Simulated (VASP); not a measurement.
# B3F2 (P6_3/mmc) in VASP: a series of runs, part 2 of 2

VASP 6.6.1.

### 4 Single point, PBE

This run uses another cell than the first one, of 12.53 Å³/atom.

INCAR reads:

```
ALGO     = Fast           # electronic algorithm
EDIFF    = 1E-6           # SCF threshold, eV
ENCUT    = 520            # plane-wave cutoff, eV
GGA      = PE             # functional
ISIF     = 2              # what is computed and relaxed
ISMEAR   = 0              # smearing method
LASPH    = True           # aspherical terms in the spheres
LCHARG   = False          # write CHGCAR
LREAL    = False          # projectors in reciprocal space
LWAVE    = False          # write WAVECAR
NBANDS   = 34             # bands
NELM     = 60             # most SCF steps
PREC     = Accurate       # precision mode
SIGMA    = 0.1            # smearing width, eV
```

KPOINTS reads:

```
k-points
0
Gamma
  18 18 2
```

POSCAR reads:

```
B3F2
1.0
    2.5592042814      0.0000000000      0.0000000000
   -1.2796021407      2.2163359212      0.0000000000
    0.0000000000      0.0000000000     22.0834906480
B F
6 4
Direct
    0.0000000000      0.0000000000      0.2500000000
    0.0000000000      0.0000000000      0.7500000000
    0.3333333333      0.6666666667      0.0224087012
    0.6666666667      0.3333333333      0.5224087012
    0.3333333333      0.6666666667      0.4775912988
    0.6666666667      0.3333333333      0.9775912988
    0.3333333333      0.6666666667      0.0823940899
    0.6666666667      0.3333333333      0.5823940899
    0.3333333333      0.6666666667      0.4176059101
    0.6666666667      0.3333333333      0.9176059101
```

Potentials or basis: VASP PAW PBE potentials, release 64 (B, F).

The run is started by

```console
$ cat potpaw_PBE.64/B/POTCAR potpaw_PBE.64/F/POTCAR > POTCAR
$ mpirun -np 1 vasp_std > vasp.out
```

OUTCAR:

```text
EDIFF = 1E-6
   ENCUT = 520
   GGA = PE
   ISIF = 2
   ISMEAR = 0
   LASPH = True
   LREAL = False
   NELM = 60
   PREC = Accurate

 ion  position               nearest neighbor table
   1  0.000  0.000  0.250-
   2  0.000  0.000  0.750-
   3  0.333  0.667  0.022-   7 1.32   6 1.78   6 1.78   6 1.78
   4  0.667  0.333  0.522-   8 1.32   5 1.78   5 1.78   5 1.78
   5  0.333  0.667  0.478-   9 1.32   4 1.78   4 1.78   4 1.78
   6  0.667  0.333  0.978-  10 1.32   3 1.78   3 1.78   3 1.78
   7  0.333  0.667  0.082-   3 1.32
   8  0.667  0.333  0.582-   4 1.32
   9  0.333  0.667  0.418-   5 1.32
  10  0.667  0.333  0.918-   6 1.32

  LATTYP: Found a hexagonal cell.
 ALAT       =     2.5592042814
 C/A-ratio  =     8.6290456797

  Lattice vectors:

 A1 = (   2.5592042814,   0.0000000000,   0.0000000000)
 A2 = (  -1.2796021407,   2.2163359212,   0.0000000000)
 A3 = (   0.0000000000,   0.0000000000,  22.0834906480)

Analysis of symmetry for initial positions (statically):
=====================================================================
 Subroutine PRICEL returns:
 Original cell was already a primitive cell.

 Routine SETGRP: Setting up the symmetry group for a
 hexagonal supercell.

 Subroutine GETGRP returns: Found 24 space group operations
 (whereof 12 operations were pure point group operations)
 out of a pool of 24 trial point group operations.

The static configuration has the point symmetry D_3d.
 The point group associated with its full space group is D_6h.

Analysis of symmetry for dynamics (positions and initial velocities):
=====================================================================
 Subroutine PRICEL returns:
 Original cell was already a primitive cell.

 Routine SETGRP: Setting up the symmetry group for a
 hexagonal supercell.

 Subroutine GETGRP returns: Found 24 space group operations
 (whereof 12 operations were pure point group operations)
 out of a pool of 24 trial point group operations.

The dynamic configuration has the point symmetry D_3d.
 The point group associated with its full space group is D_6h.

 Subroutine INISYM returns: Found 24 space group operations
 (whereof 12 operations are pure point group operations),
 and found     1 'primitive' translations

----------------------------------------------------------------------------------------

                                     Primitive cell

  volume of cell :     125.2588

  direct lattice vectors                    reciprocal lattice vectors
     2.559204281  0.000000000  0.000000000     0.390746455  0.225597571  0.000000000
    -1.279602141  2.216335921  0.000000000     0.000000000  0.451195142  0.000000000
     0.000000000  0.000000000 22.083490648     0.000000000  0.000000000  0.045282696

  length of vectors
     2.559204281  2.559204281 22.083490648     0.451195142  0.451195142  0.045282696

  position of ions in fractional coordinates (direct lattice)
     0.000000000  0.000000000  0.250000000
[... 54 lines left out ...]
  0.166667 -0.000000  0.000000      6.000000
  0.222222 -0.000000  0.000000      6.000000
  0.277778  0.000000  0.000000      6.000000
[... 16 lines left out ...]
  0.333333  0.111111  0.000000     12.000000
  0.388889  0.111111  0.000000     12.000000
 [... further k-points ...]
   k-points           NKPTS =     74   k-points in BZ     NKDIM =     74   number of bands    NBANDS=     34
   number of dos      NEDOS =    301   number of ions     NIONS =     10
   total plane-waves  NPLWV =  67200
   dimension x,y,z NGX =    20 NGY =   20 NGZ =  168
   dimension x,y,z NGXF=    40 NGYF=   40 NGZF=  336
   ions per type =               6   4
   NGX,Y,Z   is equivalent  to a cutoff of  12.99, 12.99, 12.65 a.u.
   NGXF,Y,Z  is equivalent  to a cutoff of  25.98, 25.98, 25.29 a.u.
 SYSTEM =  unknown system
   PREC   = accura    normal or accurate (medium, high low for compatibility)
   ISTART =      0    job   : 0-new  1-cont  2-samecut
   ICHARG =      2    charge: 1-file 2-atom 10-const
   ISPIN  =      1    spin polarized calculation?
   LNONCOLLINEAR =      F non collinear calculations
   LSORBIT =      F    spin-orbit coupling
   LASPH  =      T    aspherical Exc in radial PAW
   ENCUT  =  520.0 eV  38.22 Ry    6.18 a.u.   4.76  4.76 41.06*2*pi/ulx,y,z
   NELM   =     60;   NELMIN=  2; NELMDL= -5     # of ELM steps
   EDIFF  = 0.1E-05   stopping-criterion for ELM
   LREAL  =      F    real-space projection
   EDIFFG = 0.1E-04   stopping-criterion for IOM
   NSW    =      0    number of steps for IOM
   IBRION =     -1    ionic relax: 0-MD 1-quasi-New 2-CG
   NFREE  =      0    steps in history (QN), initial steepest desc. (CG)
   ISIF   =      2    stress and relaxation
   ISYM   =      2    0-nonsym 1-usesym 2-fastsym
   POTIM  = 0.5000    time-step for ionic-motion
   TEBEG  =    0.0;   TEEND  =   0.0 temperature during run
   PSTRESS=    0.0 pullay stress
   NELECT =      46.0000    total number of electrons
   NUPDOWN=      -1.0000    fix difference up-down
   EMIN   =  10.00;   EMAX   =-10.00  energy-range for DOS
   EFERMI =   0.00;   METHOD = LEGACY
   ISMEAR =     0;   SIGMA  =   0.10  broadening in eV -4-tet -1-fermi 0-gaus
   EFERMI_NEDOS =   21; number of points for ismear=-14 and -15
   IALGO  =     68    algorithm
   IMIX   =      4    mixing-type and parameters
     AMIX     =   0.40;   BMIX     =  1.00
     AMIX_MAG =   1.60;   BMIX_MAG =  1.00
  volume/ion in A,a.u.               =      12.53        84.53
  Fermi-wavevector in a.u.,A,eV,Ry     =   1.172352  2.215424 18.699972  1.374409
  Thomas-Fermi vector in A             =   2.308782
   LORBIT       =      0    0 simple, 1 ext, 2 COOP (PROOUT), +10 PAW based schemes
   GGA     = PE    functional components
   LHFCALC =     F    Hartree Fock is set to
   AEXX    =    0.0000 exact exchange contribution
   IVDW    =     0    specifies the selected vdW correction
   LEPSILON=     F    determine dielectric tensor
   LRPA    =     F    only Hartree local field effects (RPA)
 non-spin polarized calculation
 RMM-DIIS sequential band-by-band and
 Gauss-broadening in eV      SIGMA  =   0.10
  energy-cutoff  :      520.00
  volume of cell :      125.26
 maximum number of plane-waves:      3400
 NGX is ok and might be reduce to    20
   NGX =  9   NGY =  9   NGZ = 83

 number of electron      46.0000012 magnetization

 Free energy of the ion-electron system (eV)
  ---------------------------------------------------
  ext. energy  EPLUGINS =         0.00000000
  ---------------------------------------------------
  free energy    TOTEN  =       -50.66522202 eV

  energy without entropy =      -50.65229578  energy(sigma->0) =      -50.65875890

 E-fermi :   0.8418     XC(G=0):  -8.7013

 val. band max:        0.8201136632   @ k =   0.2778   0.1667   0.0000
 cond. band min:       0.8516445153   @ k =   0.2222   0.0556   0.0000
 fundamental gap:      0.0315308520
 Fermi energy:         0.8418020376

 k-point     1 :       0.0000    0.0000    0.0000
  band No.  band energies     occupation
      1     -25.4427      2.00000
      2     -25.4423      2.00000
      3     -25.4043      2.00000
      4     -25.4041      2.00000
      5     -12.2009      2.00000
      6     -12.2008      2.00000
[... 877 lines left out ...]
     33       9.8837      0.00000
     34       9.9102      0.00000

 [... further k-points ...]

------------------------ aborting loop because EDIFF is reached ----------------------------------------

  FORCE on cell =-STRESS in cart. coord.  units (eV):
  Direction    XX          YY          ZZ          XY          YZ          ZX
  --------------------------------------------------------------------------------------
  -------------------------------------------------------------------------------------
  Total       -0.1468291     -0.1468291      1.2767390     -0.0000000      0.0000000     -0.0000000
  in kB       -1.8780816     -1.8780816     16.3306872     -0.0000000      0.0000000     -0.0000000
  external PRESSURE =       4.1915080 kB  Pullay stress =       0.0000000 kB

 VOLUME and BASIS-vectors are now :
 -----------------------------------------------------------------------------
  energy-cutoff  :      520.00
  volume of cell :      125.26
      direct lattice vectors                 reciprocal lattice vectors
     2.559204281  0.000000000  0.000000000     0.390746455  0.225597571  0.000000000
    -1.279602141  2.216335921  0.000000000     0.000000000  0.451195142  0.000000000
     0.000000000  0.000000000 22.083490648     0.000000000  0.000000000  0.045282696

 POSITION                                       TOTAL-FORCE (eV/Angst)
 -----------------------------------------------------------------------------------
      0.00000      0.00000      5.52087         0.000000      0.000000     -0.000000
      0.00000      0.00000     16.56262        -0.000000      0.000000     -0.000000
     -0.00000      1.47756      0.49486        -0.000000     -0.000000     -0.301505
      1.27960      0.73878     11.53661        -0.000000      0.000000     -0.301505
     -0.00000      1.47756     10.54688         0.000000     -0.000000      0.301505
      1.27960      0.73878     21.58863         0.000000      0.000000      0.301505
     -0.00000      1.47756      1.81955         0.000000      0.000000      0.287869
      1.27960      0.73878     12.86129         0.000000     -0.000000      0.287869
     -0.00000      1.47756      9.22220        -0.000000      0.000000     -0.287869
      1.27960      0.73878     20.26394        -0.000000     -0.000000     -0.287869
 -----------------------------------------------------------------------------------
    total drift:                               -0.000000      0.000000      0.000000

  FREE ENERGIE OF THE ION-ELECTRON SYSTEM (eV)
  ---------------------------------------------------
  free  energy   TOTEN  =       -50.6652220184 eV

  energy  without entropy=      -50.6522957751  energy(sigma->0) =      -50.65875890
```

Wall time 8 min (1 thread of AMD EPYC 9755, shared host); peak memory 0.35 GiB.

Results:

```yaml
Free_energy: -50.6652 eV
Pressure: 0.4 GPa
Largest_force: 0.302 eV/Å
Band_gap_on_the_k_mesh: zero (bands 23 and 24 overlap by 5.50 eV)
```

Forces on the atoms (eV/Å):
```
B    0.000  0.000  0.000
B    0.000  0.000  0.000
B    0.000  0.000 -0.302
B    0.000  0.000 -0.302
B    0.000  0.000  0.302
B    0.000  0.000  0.302
F    0.000  0.000  0.288
F    0.000  0.000  0.288
F    0.000  0.000 -0.288
F    0.000  0.000 -0.288
```

Levels at points of the mesh, in eV from the Fermi level:
```tsv
k point	band 18	band 19	band 20	band 21	band 22	band 23	band 24	band 25	band 26	band 27
(0.00, 0.00, 0.00)	-4.36	-4.36	-4.36	-1.13	-1.11	3.02	3.14	5.25	5.25	5.25
(0.50, 0.00, 0.00)	-4.96	-4.57	-4.57	-2.48	-2.48	-2.42	-2.42	1.86	1.86	3.00
(0.00, 0.00, 0.50)	-4.36	-4.36	-4.36	-1.12	-1.12	3.08	3.08	5.25	5.25	5.25
(0.50, 0.00, 0.50)	-4.96	-4.57	-4.57	-2.48	-2.48	-2.42	-2.42	1.86	1.86	3.00
```

Caveat: this functional lacks dispersion, which binds layers or chains, so the pressure and a relaxed spacing across them are unreliable.

### 5 Overview

```csv
cell,k mesh,gap on the mesh (eV),pressure (GPa),largest force (eV/Å)
"a = 3.188, b = 3.188, c = 9.532 Å, angles 90.0, 90.0, 120.0°, 10 atoms, atomic positions A",6 × 6 × 2,none,46.8,0.61
"a = 2.653, b = 2.653, c = 17.816 Å, angles 90.0, 90.0, 120.0°, 10 atoms, atomic positions B",6 × 6 × 2,none,0.3,0.25
"a = 2.559, b = 2.559, c = 22.083 Å, angles 90.0, 90.0, 120.0°, 10 atoms, atomic positions C",18 × 18 × 2,none,0.4,0.30
```

Alike in all rows: task single point; level PBE; potentials or basis VASP PAW PBE potentials, release 64 (B, F); no spin polarisation; cutoff (eV) 520; smearing gaussian 0.1 eV.

Caveats: some runs use coarse meshes; this functional lacks dispersion, which binds layers or chains, so the pressure and a relaxed spacing across them are unreliable (at least some runs).

Total energies depend on the potentials used, so only differences within one code and one set of settings carry meaning.

The gap in the log of VASP goes by the Fermi energy; the results here count the filled bands.